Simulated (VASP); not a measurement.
Here is a VASP 6.6.1 calculation.

The input POSCAR:

```
AlN
1.0
    3.1064902802      0.0000000000      0.0000000000
   -1.5532451401      2.6902994992      0.0000000000
    0.0000000000      0.0000000000      4.9780207988
Al N
2 2
Direct
    0.3333333333      0.6666666667     -0.0087002301
    0.6666666667      0.3333333333      0.4912997699
    0.3333333333      0.6666666667      0.3907002301
    0.6666666667      0.3333333333      0.8907002301
```

INCAR.step1

```
SYSTEM = AlN
PREC     = Accurate       ! precision mode
ENCUT    = 520            ! plane-wave cutoff, eV
ISMEAR   = 0              ! smearing method
SIGMA    = 0.01           ! smearing width, eV
LREAL    = .False.        ! projectors in reciprocal space
LASPH    = .True.         ! aspherical terms in the spheres
NELM     = 60             ! most SCF steps
NBANDS   = 16             ! bands
GGA      = PE             ! functional
ALGO     = Normal         ! electronic algorithm
EDIFF    = 1E-4           ! SCF threshold, eV
LWAVE    = .True.         ! write WAVECAR
LCHARG   = .False.        ! write CHGCAR
```

INCAR.step2

```
SYSTEM = AlN
PREC     = Accurate       ! precision mode
ENCUT    = 520            ! plane-wave cutoff, eV
EDIFF    = 1E-6           ! SCF threshold, eV
ISMEAR   = 0              ! smearing method
SIGMA    = 0.01           ! smearing width, eV
LREAL    = .False.        ! projectors in reciprocal space
LASPH    = .True.         ! aspherical terms in the spheres
NELM     = 60             ! most SCF steps
ALGO     = Normal         ! electronic algorithm
ISIF     = 2              ! what is computed and relaxed
LWAVE    = .False.        ! write WAVECAR
LCHARG   = .False.        ! write CHGCAR
METAGGA  = R2SCAN         ! meta-GGA
LMIXTAU  = .True.       
NBANDS   = 16             ! bands
ISTART   = 1
```

File KPOINTS:

```
regular mesh
0
Gamma
  12 12 6
  0 0 0
```

Potentials or basis: VASP PAW PBE potentials, release 64 (Al, N).

Launch:

```sh
$ cat potpaw_PBE.64/Al/POTCAR potpaw_PBE.64/N/POTCAR > POTCAR
$ cp INCAR.step1 INCAR
$ mpirun -np 1 vasp_std > vasp.out
$ cp INCAR.step2 INCAR
$ mpirun -np 1 vasp_std > vasp.out
```

(1) What does it give for the band gap on the k mesh?

(2) Predict the pressure.

(3) Estimate the largest force.

Results:

(1) 4.63 eV, direct.

(2) 0.1 GPa.

(3) 0.904 eV/Å.

Caveat: the PAW data sets were made with another functional, which shifts forces and pressure a little.
